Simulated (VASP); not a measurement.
A run of VASP 6.6.1 is set up as follows.

The input POSCAR:

```
Rh
1.0
    2.7309790422      0.0000000000      0.0000000000
   -1.3654895211      2.3650972278      0.0000000000
    0.0000000000      0.0000000000      4.4284890000
Rh
2
Direct
    0.3333333333      0.6666666667      0.2500000000
    0.6666666667      0.3333333333      0.7500000000
```

INCAR.step1

```
SYSTEM = Rh
PREC     = Accurate       ! precision mode
ENCUT    = 520            ! plane-wave cutoff, eV
EDIFF    = 1E-5           ! SCF threshold, eV
ISMEAR   = -1             ! smearing method
SIGMA    = 0.05           ! smearing width, eV
LREAL    = .False.        ! projectors in reciprocal space
LASPH    = .True.         ! aspherical terms in the spheres
NELM     = 80             ! most SCF steps
ALGO     = Normal         ! electronic algorithm
ISIF     = 2              ! what is computed and relaxed
LWAVE    = .True.         ! write WAVECAR
LCHARG   = .False.        ! write CHGCAR
GGA      = PE             ! functional
NBANDS   = 22             ! bands
```

The input INCAR.step2:

```
SYSTEM = Rh
PREC     = Accurate       ! precision mode
ENCUT    = 520            ! plane-wave cutoff, eV
EDIFF    = 1E-6           ! SCF threshold, eV
ISMEAR   = -1             ! smearing method
SIGMA    = 0.05           ! smearing width, eV
LREAL    = .False.        ! projectors in reciprocal space
LASPH    = .True.         ! aspherical terms in the spheres
NELM     = 80             ! most SCF steps
ALGO     = Normal         ! electronic algorithm
ISIF     = 2              ! what is computed and relaxed
LWAVE    = .False.        ! write WAVECAR
LCHARG   = .False.        ! write CHGCAR
GGA      = PE             ! functional
LHFCALC  = .True.         ! exact exchange
AEXX     = 0.25           ! exact-exchange fraction
PRECFOCK = Normal       
ISTART   = 1            
NBANDS   = 22             ! bands
```

Contents of KPOINTS:

```
Automatic mesh
0
Gamma
  6 6 4
  0 0 0
```

Potentials or basis: VASP PAW PBE potentials, release 64 (Rh_pv).

Run with:

```sh
$ cat potpaw_PBE.64/Rh_pv/POTCAR > POTCAR
$ cp INCAR.step1 INCAR
$ mpirun -np 1 vasp_std > vasp.out
$ cp INCAR.step2 INCAR
$ mpirun -np 1 vasp_std > vasp.out
```

**Question.** Predict the band gap on the k mesh.

**Answer.** Zero (bands 15 and 16 overlap by 3.36 eV).

**Question.** What does it give for the pressure?

**Answer.** -14.6 GPa.

Stress tensor (GPa, compression positive):
```
-11.99   0.00   0.00
  0.00 -11.99   0.00
  0.00   0.00 -19.81
```

Caveat: the k points lie up to 0.44 Å⁻¹ apart, too coarse for converged energies and pressures of a metal; the PAW data sets were made with another functional, which shifts forces and pressure a little.
